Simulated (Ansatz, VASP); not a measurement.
# One calculation of Cd4SbO, two programs

```
CELL_PARAMETERS angstrom
-2.91864 2.91864 4.09833
2.91864 -2.91864 4.09833
2.91864 2.91864 -4.09833
ATOMIC_POSITIONS crystal
Cd 0.75000 0.25000 0.50000
Cd 0.25000 0.75000 0.50000
Cd 0.81367 0.81367 0.00000
Cd 0.18633 0.18633 0.00000
Sb 0.50000 0.50000 0.00000
O 0.00000 0.00000 0.00000
```

Alike in both runs: task relaxation of cell and atoms; functional PBE; k mesh 4 × 4 × 4; occupations gaussian, width 0.1 eV; no spin polarisation.

|  | VASP | Ansatz |
| --- | --- | --- |
| version | VASP 6.6.1 | Ansatz 0.2.0 |
| potentials or method | VASP PAW PBE potentials, release 64 (Cd, Sb, O), cutoff 600 eV | scalar-relativistic, plane waves, PAW |
| valence electrons in the cell | 59 | 101 |

|  | VASP | Ansatz | Ansatz less VASP |
| --- | --- | --- | --- |
| gap on the k mesh at the Fermi level, each at its own relaxed structure (eV) | none | none | - |
| relaxed volume (Å³/atom) | 28.39 | 28.14 | -0.256 |
| relaxed length of the cell vector where the two differ most in proportion (Å) | 6.389 | 6.368 | -0.0215 |

A gap of «none» marks a metal or a gap that the smearing closes. VASP's potentials hold 59 valence electrons a cell and Ansatz's 101, so a difference there can come from the potentials and not from the codes.

The k mesh is coarse, so the values compare programs but aren't converged. Neither program's run includes spin-orbit coupling. Noted on VASP's run: the volume moved by over 15 % at a fixed basis, so the end points are rough.
